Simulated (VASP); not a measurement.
ZnSe: single point with PBE

The system is ZnSe.

```xyz
2
Lattice="0.0000 2.9806 3.0952 2.9806 0.0000 3.0952 2.9806 2.9806 0.0000" Properties=species:S:1:pos:R:3 pbc="T T T"
Zn    0.0000    0.0000    0.0000
Se    4.4708    4.4708    4.6428
```

This cell differs from its parent crystal: strain +0.040 along x and y, +0.080 along z.

```
Program                : VASP 6.6.1
Task                   : single point
Functional             : PBE
Potentials or basis    : VASP PAW PBE potentials, release 64 (Zn, Se)
Cutoff                 : 520 eV
k mesh                 : 8 × 8 × 8
Occupations            : gaussian, width 0.05 eV
Spin                   : no spin polarisation
Dipole correction      : no
Further INCAR settings : ALGO = Normal; EDIFF = 1e-06; NBANDS = 16
```

* Pressure: -6.1 GPa
* Band gap on the k mesh: 0.54 eV

Stress tensor (GPa, compression positive):
```
-5.61  0.00  0.00
 0.00 -5.61  0.00
 0.00  0.00 -6.99
```

Levels at points of the mesh, in eV from the valence-band top:
| k point | band 7 | band 8 | band 9 | band 10 | band 11 | band 12 |
| --- | --- | --- | --- | --- | --- | --- |
| (0.00, 0.00, 0.00) | -0.13 | 0.00 | 0.00 | 0.54 | 5.76 | 5.76 |
| (0.50, 0.00, 0.00) | -4.19 | -0.76 | -0.58 | 2.15 | 6.21 | 6.43 |
| (0.50, 0.50, 0.00) | -4.14 | -1.52 | -1.52 | 3.40 | 3.50 | 9.28 |
| (0.50, 0.00, 0.50) | -3.95 | -1.70 | -1.66 | 3.20 | 3.27 | 9.56 |

Wall time 20 s on 1 thread of Intel(R) Xeon(R) Platinum 8488C (Sapphire Rapids), on a shared host, peak memory 0.21 GiB.

Caveat: the cell differs from its parent crystal (strain +0.040 along x and y, +0.080 along z); the cell stands under tension.
